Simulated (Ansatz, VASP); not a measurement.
## Two plane-wave programs on Nb

```xyz
1
Lattice="-1.4931 1.4931 1.4931 1.4931 -1.4931 1.4931 1.4931 1.4931 -1.4931" Properties=species:S:1:pos:R:3 pbc="T T T"
Nb    0.0000    0.0000    0.0000
```

Change from the starting cell: volume scaled by 0.76, PAW files.

Alike in both runs: task single point; functional PBEsol; k mesh 16 × 16 × 16; occupations fermi-dirac, width 0.1 eV; no spin polarisation.

|  | VASP | Ansatz |
| --- | --- | --- |
| version | VASP 6.6.1 | Ansatz 0.2.0 |
| potentials or method | VASP PAW PBE potentials, release 64 (Nb_sv) | PAW with Ansatz's default frozen-core files, scalar-relativistic |
| plane-wave cutoff (eV) | 520 | 420 |
| valence electrons in the cell | 13 | 13 |

```tsv
	VASP	Ansatz	Ansatz less VASP
pressure (GPa)	81.3	81.3	0.00
```

VASP's potentials were made for PBE, not for PBEsol. Both programs put the cell under a high pressure, so it lies far from rest at this level. The functional is the same, so the differences come from potentials, cutoffs and numerics.

Noted on VASP's run: the cell as given lies far from equilibrium.
